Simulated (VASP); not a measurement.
# BaTiO3 (R3m) in VASP: notebook, part 2 of 2

VASP 6.6.1. Earlier steps stand in the parts before.

## Step 6: Single point, PBEsol (12.58 Å³/atom)

This run uses another cell than the first one, of 12.58 Å³/atom.

Input file INCAR:

```
SYSTEM = BaTiO3
PREC = Accurate
ENCUT = 520
EDIFF = 1E-6
ISMEAR = -1
SIGMA = 0.05
LREAL = .False.
LASPH = .True.
NELM = 80
ALGO = Normal
ISIF = 2
LWAVE = .False.
LCHARG = .False.
GGA = PS
NBANDS = 28
```

Input file KPOINTS:

```
regular mesh
0
Gamma
  7 7 7
  0 0 0
```

Input file POSCAR:

```
BaTiO3
1.0
    2.8083904218      1.6214249660      2.3028333365
   -2.8083904218      1.6214249660      2.3028333365
    0.0000000000     -3.2428499320      2.3028333365
Ba Ti O
1 1 3
Direct
    0.0000000000      0.0000000000      0.0000000000
    0.4845000000      0.4845000000      0.4845000000
    0.5086000000      0.0175000000      0.5086000000
    0.0175000000      0.5086000000      0.5086000000
    0.5086000000      0.5086000000      0.0175000000
```

Potentials or basis: VASP PAW PBE potentials, release 64 (Ba_sv, Ti_sv, O).

On the command line:

```bash
$ cat potpaw_PBE.64/Ba_sv/POTCAR potpaw_PBE.64/Ti_sv/POTCAR potpaw_PBE.64/O/POTCAR > POTCAR
$ mpirun -np 1 vasp_std > vasp.out
```

OUTCAR:

```text
SYSTEM = BaTiO3
   PREC = Accurate
   ENCUT = 520
   EDIFF = 1E-6
   ISMEAR = -1
   LREAL = .False.
   LASPH = .True.
   NELM = 80
   ISIF = 2
   GGA = PS

 ion  position               nearest neighbor table
   1  0.000  0.000  0.000-   5 2.77   4 2.77   3 2.77   4 2.81   3 2.81   4 2.81   3 2.81   5 2.81
                             5 2.81   5 2.87   4 2.87   3 2.87   2 3.35   2 3.41   2 3.41   2 3.41
   2  0.484  0.484  0.484-   5 1.86   4 1.86   3 1.86   5 2.12   4 2.12   3 2.12   1 3.35   1 3.41
                             1 3.41   1 3.41   1 3.48   1 3.48   1 3.48   1 3.56
   3  0.509  0.017  0.509-   2 1.86   2 2.12   1 2.77   1 2.81   1 2.81   1 2.87
   4  0.017  0.509  0.509-   2 1.86   2 2.12   1 2.77   1 2.81   1 2.81   1 2.87
   5  0.509  0.509  0.017-   2 1.86   2 2.12   1 2.77   1 2.81   1 2.81   1 2.87

  LATTYP: Found a trigonal (rhomboedric) cell.
 ALAT       =     3.9773253648
 COS(alpha) =     0.0028448828

  Lattice vectors:

 A1 = (   2.8083904218,   1.6214249660,   2.3028333365)
 A2 = (  -2.8083904218,   1.6214249660,   2.3028333365)
 A3 = (   0.0000000000,  -3.2428499320,   2.3028333365)

Analysis of symmetry for initial positions (statically):
=====================================================================
 Subroutine PRICEL returns:
 Original cell was already a primitive cell.

 Routine SETGRP: Setting up the symmetry group for a
 trigonal (rhombohedral) supercell.

 Subroutine GETGRP returns: Found  6 space group operations
 (whereof  6 operations were pure point group operations)
 out of a pool of 12 trial point group operations.

The static configuration has the point symmetry C_3v.

Analysis of symmetry for dynamics (positions and initial velocities):
=====================================================================
 Subroutine PRICEL returns:
 Original cell was already a primitive cell.

 Routine SETGRP: Setting up the symmetry group for a
 trigonal (rhombohedral) supercell.

 Subroutine GETGRP returns: Found  6 space group operations
 (whereof  6 operations were pure point group operations)
 out of a pool of 12 trial point group operations.

The dynamic configuration has the point symmetry C_3v.

 Subroutine INISYM returns: Found  6 space group operations
 (whereof  6 operations are pure point group operations),
 and found     1 'primitive' translations

----------------------------------------------------------------------------------------

                                     Primitive cell

  volume of cell :      62.9170

  direct lattice vectors                    reciprocal lattice vectors
     2.808390422  1.621424966  2.302833336     0.178037924  0.102790243  0.144749222
    -2.808390422  1.621424966  2.302833336    -0.178037924  0.102790243  0.144749222
     0.000000000 -3.242849932  2.302833336     0.000000000 -0.205580486  0.144749222

  length of vectors
     3.977325365  3.977325365  3.977325365     0.251427273  0.251427273  0.251427273

  position of ions in fractional coordinates (direct lattice)
     0.000000000  0.000000000  0.000000000
     0.484500000  0.484500000  0.484500000
     0.508600000  0.017500000  0.508600000
     0.017500000  0.508600000  0.508600000
[... 33 lines left out ...]

 Found     44 irreducible k-points:

 Following reciprocal coordinates:
            Coordinates               Weight
  0.000000  0.000000  0.000000      1.000000
  0.142857  0.000000  0.000000      6.000000
  0.285714 -0.000000  0.000000      6.000000
  0.428571 -0.000000  0.000000      6.000000
  0.142857  0.142857  0.000000      6.000000
  0.285714  0.142857  0.000000     12.000000
[... 16 lines left out ...]
  0.285714  0.285714  0.142857      6.000000
  0.428571  0.285714  0.142857     12.000000
 [... further k-points ...]
   k-points           NKPTS =     44   k-points in BZ     NKDIM =     44   number of bands    NBANDS=     28
   number of dos      NEDOS =    301   number of ions     NIONS =      5
   total plane-waves  NPLWV =  27000
   dimension x,y,z NGX =    30 NGY =   30 NGZ =   30
   dimension x,y,z NGXF=    60 NGYF=   60 NGZF=   60
   ions per type =               1   1   3
   NGX,Y,Z   is equivalent  to a cutoff of  12.54, 12.54, 12.54 a.u.
   NGXF,Y,Z  is equivalent  to a cutoff of  25.08, 25.08, 25.08 a.u.
 SYSTEM =  BaTiO3
   PREC   = accura    normal or accurate (medium, high low for compatibility)
   ISTART =      0    job   : 0-new  1-cont  2-samecut
   ICHARG =      2    charge: 1-file 2-atom 10-const
   ISPIN  =      1    spin polarized calculation?
   LNONCOLLINEAR =      F non collinear calculations
   LSORBIT =      F    spin-orbit coupling
   LASPH  =      T    aspherical Exc in radial PAW
   ENCUT  =  520.0 eV  38.22 Ry    6.18 a.u.   7.40  7.40  7.40*2*pi/ulx,y,z
   NELM   =     80;   NELMIN=  2; NELMDL= -5     # of ELM steps
   EDIFF  = 0.1E-05   stopping-criterion for ELM
   LREAL  =      F    real-space projection
   EDIFFG = 0.1E-04   stopping-criterion for IOM
   NSW    =      0    number of steps for IOM
   IBRION =     -1    ionic relax: 0-MD 1-quasi-New 2-CG
   NFREE  =      0    steps in history (QN), initial steepest desc. (CG)
   ISIF   =      2    stress and relaxation
   ISYM   =      2    0-nonsym 1-usesym 2-fastsym
   POTIM  = 0.5000    time-step for ionic-motion
   TEBEG  =    0.0;   TEEND  =   0.0 temperature during run
   PSTRESS=    0.0 pullay stress
   NELECT =      40.0000    total number of electrons
   NUPDOWN=      -1.0000    fix difference up-down
   EMIN   =  10.00;   EMAX   =-10.00  energy-range for DOS
   EFERMI =   0.00;   METHOD = LEGACY
   ISMEAR =    -1;   SIGMA  =   0.05  broadening in eV -4-tet -1-fermi 0-gaus
   EFERMI_NEDOS =   21; number of points for ismear=-14 and -15
   IALGO  =     38    algorithm
   IMIX   =      4    mixing-type and parameters
     AMIX     =   0.40;   BMIX     =  1.00
     AMIX_MAG =   1.60;   BMIX_MAG =  1.00
  volume/ion in A,a.u.               =      12.58        84.92
  Fermi-wavevector in a.u.,A,eV,Ry     =   1.407685  2.660139 26.960990  1.981577
  Thomas-Fermi vector in A             =   2.529919
   LORBIT       =      0    0 simple, 1 ext, 2 COOP (PROOUT), +10 PAW based schemes
   GGA     = PS    functional components
   LHFCALC =     F    Hartree Fock is set to
   AEXX    =    0.0000 exact exchange contribution
   IVDW    =     0    specifies the selected vdW correction
   LEPSILON=     F    determine dielectric tensor
   LRPA    =     F    only Hartree local field effects (RPA)
 non-spin polarized calculation
  energy-cutoff  :      520.00
  volume of cell :       62.92
 maximum number of plane-waves:      1743
 NGX is ok and might be reduce to    30
   NGX = 15   NGY = 15   NGZ = 15

 number of electron      39.9999996 magnetization

 Free energy of the ion-electron system (eV)
  ---------------------------------------------------
  ext. energy  EPLUGINS =         0.00000000
  ---------------------------------------------------
  free energy    TOTEN  =       -41.98527551 eV

  energy without entropy =      -41.98527551  energy(sigma->0) =      -41.98527551

 E-fermi :   4.8712     XC(G=0): -11.6002

 val. band max:        3.7187101969   @ k =   0.4286   0.4286   0.4286
 cond. band min:       6.1654297689   @ k =   0.0000   0.0000   0.0000
 fundamental gap:      2.4467195720
 Fermi energy:         4.8711625604

 k-point     1 :       0.0000    0.0000    0.0000
  band No.  band energies     occupation
      1     -52.1588      2.00000
      2     -28.5455      2.00000
      3     -28.5455      2.00000
      4     -28.5360      2.00000
      5     -20.9275      2.00000
      6     -13.0098      2.00000
[... 733 lines left out ...]
     27      12.2286      0.00000
     28      12.3565      0.00000

 [... further k-points ...]

------------------------ aborting loop because EDIFF is reached ----------------------------------------

  FORCE on cell =-STRESS in cart. coord.  units (eV):
  Direction    XX          YY          ZZ          XY          YZ          ZX
  --------------------------------------------------------------------------------------
  -------------------------------------------------------------------------------------
  Total        1.7543408      1.7543408      1.5861584      0.0000000      0.0000000      0.0000000
  in kB       44.6741647     44.6741647     40.3914114      0.0000000      0.0000000      0.0000000
  external PRESSURE =      43.2465803 kB  Pullay stress =       0.0000000 kB

 VOLUME and BASIS-vectors are now :
 -----------------------------------------------------------------------------
  energy-cutoff  :      520.00
  volume of cell :       62.92
      direct lattice vectors                 reciprocal lattice vectors
     2.808390422  1.621424966  2.302833336     0.178037924  0.102790243  0.144749222
    -2.808390422  1.621424966  2.302833336    -0.178037924  0.102790243  0.144749222
     0.000000000 -3.242849932  2.302833336     0.000000000 -0.205580486  0.144749222

 POSITION                                       TOTAL-FORCE (eV/Angst)
 -----------------------------------------------------------------------------------
      0.00000      0.00000      0.00000        -0.000000     -0.000000     -0.119926
      0.00000      0.00000      3.34717        -0.000000     -0.000000      0.360939
      1.37920     -0.79628      2.38274         0.202519     -0.116925     -0.080338
     -1.37920     -0.79628      2.38274        -0.202519     -0.116925     -0.080338
      0.00000      1.59256      2.38274        -0.000000      0.233849     -0.080338
 -----------------------------------------------------------------------------------
    total drift:                                0.000000     -0.000002      0.000606

  FREE ENERGIE OF THE ION-ELECTRON SYSTEM (eV)
  ---------------------------------------------------
  free  energy   TOTEN  =       -41.9852755087 eV

  energy  without entropy=      -41.9852755087  energy(sigma->0) =      -41.98527551
```

stdout:

```text
POSCAR found type information on POSCAR BaTiO
 POSCAR found :  3 types and       5 ions
 scaLAPACK will be used
 -----------------------------------------------------------------------------
|                                                                             |
|                                                                             |
|     You enforced a specific xc type in the INCAR file but a different       |
|     I HOPE YOU KNOW WHAT YOU ARE DOING!                                     |
|                                                                             |
 -----------------------------------------------------------------------------

 LDA part: xc-table for (Slater+PW92), standard interpolation
 POSCAR, INCAR and KPOINTS ok, starting setup
 FFT: planning ... GRIDC
 FFT: planning ... GRID_SOFT
 FFT: planning ... GRID
 WAVECAR not read
 entering main loop
```

It took 73 s on 1 thread of Intel Xeon 8259CL, shared host; peak memory 0.22 GiB.

What came out:

```yaml
Free_energy: -41.9853 eV
Pressure: 4.3 GPa
Largest_force: 0.361 eV/Å
Band_gap_on_the_k_mesh: 2.45 eV (least direct gap 2.77 eV)
```

Forces on the atoms (eV/Å):
```
Ba   0.000  0.000 -0.120
Ti   0.000  0.000  0.361
O    0.203 -0.117 -0.080
O   -0.203 -0.117 -0.080
O    0.000  0.234 -0.080
```

Stress tensor (GPa, compression positive):
```
4.47 0.00 0.00
0.00 4.47 0.00
0.00 0.00 4.04
```

Caveat: the cell stands under pressure; the PAW data sets were made with another functional, which shifts forces and pressure a little; spin-orbit coupling is left out, which moves the levels of the heavy elements; an odd mesh through Γ misses points on the zone boundary, where band edges can lie.

## Step 7: Overview

| level | potentials or basis | cell | gap on the mesh (eV) | pressure (GPa) | largest force (eV/Å) |
| --- | --- | --- | --- | --- | --- |
| PBEsol | VASP PAW PBE potentials, release 64 (Ba_sv, Ti_sv, O) | a = 3.922 Å, angles 89.8°, 5 atoms | 2.55 | 13.1 | 0.84 |
| LDA | VASP PAW LDA potentials, release 64 (Ba_sv, Ti_sv, O) | a = 3.950 Å, angles 89.8°, 5 atoms | 2.46 | 3.7 | 0.55 |
| PBEsol | VASP PAW PBE potentials, release 64 (Ba_sv, Ti_sv, O) | a = 3.950 Å, angles 89.8°, 5 atoms | 2.50 | 8.5 | 0.59 |
| LDA | VASP PAW LDA potentials, release 64 (Ba_sv, Ti_sv, O) | a = 3.977 Å, angles 89.8°, 5 atoms | 2.41 | -0.3 | 0.32 |
| PBEsol | VASP PAW PBE potentials, release 64 (Ba_sv, Ti_sv, O) | a = 3.977 Å, angles 89.8°, 5 atoms | 2.45 | 4.3 | 0.36 |

Alike in all rows: task single point; no spin polarisation; k mesh 7 × 7 × 7; cutoff (eV) 520; smearing fermi-dirac 0.05 eV.

Caveats: spin-orbit coupling is left out, which moves the levels of the heavy elements; an odd mesh through Γ misses points on the zone boundary, where band edges can lie; the cell stands under pressure (at least some runs); the PAW data sets were made with another functional, which shifts forces and pressure a little (at least some runs).

Absolute energies hang on the potentials; compare differences alone.
